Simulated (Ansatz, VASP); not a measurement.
# Al2H3 in VASP and in Ansatz

INCAR

```
PREC = Accurate ; ENCUT = 500
EDIFF = 1E-6 ; ISMEAR = 0
SIGMA = 0.1 ; LREAL = F
LASPH = T ; NELM = 120
ALGO = Normal ; ISIF = 2
LWAVE = F ; LCHARG = F
GGA = PE ; NBANDS = 12
GGA_COMPAT = F
```

KPOINTS

```
Automatic mesh
0
Gamma
  6 6 4
```

The input POSCAR:

```
Al2H3
1.0
    3.2721643352      0.0000000000      0.0000000000
   -1.6360821676      2.8337774397      0.0000000000
    0.0000000000      0.0000000000      5.0909561865
Al H
2 3
Direct
    0.3333333333      0.6666666667      0.2450000000
    0.6666666667      0.3333333333      0.7550000000
    0.0000000000      0.0000000000      0.0000000000
    0.3333333333      0.6666666667      0.6450000000
    0.6666666667      0.3333333333      0.3550000000
```

Input for Ansatz:

```yaml
crystal:
  lattice:
    - [3.2721643352, 0.0, 0.0]
    - [-1.6360821676, 2.8337774397, 0.0]
    - [0.0, 0.0, 5.0909561865]
  atoms:
    - { symbol: Al, position: [0.3333333333, 0.6666666667, 0.245] }
    - { symbol: Al, position: [0.6666666667, 0.3333333333, 0.755] }
    - { symbol: H, position: [0.0, 0.0, 0.0] }
    - { symbol: H, position: [0.3333333333, 0.6666666667, 0.645] }
    - { symbol: H, position: [0.6666666667, 0.3333333333, 0.355] }
basis:
  ecutwfc: 420
kpoints:
  mp_grid: { grid: [6, 6, 4] }
hamiltonian:
  xc: pbe
scf:
  occupations: { method: gaussian, width: 0.1 }
  lower_state_search: "off"
output:
  forces: true
  stress: true
  eigenvalues: true
```

Alike in both runs: task single point; functional PBE; k mesh 6 × 6 × 4; occupations gaussian, width 0.1 eV; no spin polarisation.

|  | VASP | Ansatz |
| --- | --- | --- |
| version | VASP 6.6.1 | Ansatz 0.2.0 |
| potentials or method | VASP PAW PBE potentials, release 64 (Al, H), cutoff 500 eV | scalar-relativistic, plane waves, PAW |
| valence electrons in the cell | 9 | 9 |

VASP gave:

```
gap on the k mesh at the Fermi level (eV)                     : none
pressure (GPa)                                                : -3.3
traceless stress, the component that is largest in VASP (GPa) : -4.12
rms of the force components (eV/Å)                            : 0.180
```

**Question.** Which values does Ansatz return?

**Answer.** gap on the k mesh at the Fermi level (eV): none; pressure (GPa): -3.1; traceless stress, the component that is largest in VASP (GPa): -4.12; rms of the force components (eV/Å): 0.181.

Atom by atom the forces differ by 0.001 eV/Å (rms over components). A gap of «none» marks a metal or a gap that the smearing closes. The functional is the same, so the differences come from potentials, cutoffs and numerics.

The k mesh is coarse, so the values compare programs but aren't converged.
